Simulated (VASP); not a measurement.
Here is a VASP 6.6.1 calculation.

File POSCAR:

```
SiF
1.0
   15.0000000000      0.0000000000      0.0000000000
    0.0000000000     15.5000000000      0.0000000000
    0.0000000000      0.0000000000     16.0000000000
Si F
1 1
Direct
    0.4848635305      0.4990295969      0.4518177276
    0.5151364695      0.5009704031      0.5481822724
```

File INCAR.step1:

```
SYSTEM = SiF
PREC = Accurate
ENCUT = 580
ISMEAR = 0
SIGMA = 0.005
LREAL = .FALSE.
LASPH = .TRUE.
NELM = 200
ISPIN = 2
MAGMOM = 1 0
ISYM = 0
NBANDS = 16
GGA = PE
ALGO = Normal
EDIFF = 1E-5
LWAVE = .TRUE.
LCHARG = .FALSE.
GGA_COMPAT = .FALSE.
NELMDL = -8
```

The input INCAR.step2:

```
SYSTEM = SiF
PREC = Accurate
ENCUT = 580
EDIFF = 1E-6
ISMEAR = 0
SIGMA = 0.005
LREAL = .FALSE.
LASPH = .TRUE.
NELM = 200
ALGO = Normal
ISIF = 2
LWAVE = .FALSE.
LCHARG = .FALSE.
ISPIN = 2
MAGMOM = 1 0
LORBIT = 11
METAGGA = R2SCAN
LMIXTAU = .TRUE.
ISYM = 0
NBANDS = 16
ISTART = 1
GGA_COMPAT = .FALSE.
```

Contents of KPOINTS:

```
Automatic mesh
0
G
  1 1 1
  0 0 0
```

Potentials or basis: VASP PAW PBE potentials, release 64 (Si, F).

Launch:

```console
$ cat potpaw_PBE.64/Si/POTCAR potpaw_PBE.64/F/POTCAR > POTCAR
$ cp INCAR.step1 INCAR
$ mpirun -np 1 vasp_gam > vasp.out
$ cp INCAR.step2 INCAR
$ mpirun -np 1 vasp_gam > vasp.out
```

(1) What does it give for the net moment?

(2) Estimate the site moments.

(3) Estimate the largest force.

Results:

(1) 1.00 μB per cell.

(2) Si +0.27; F +0.05 μB.

(3) 0.253 eV/Å.

Caveat: the PAW data sets were made with another functional, which shifts forces and pressure a little.
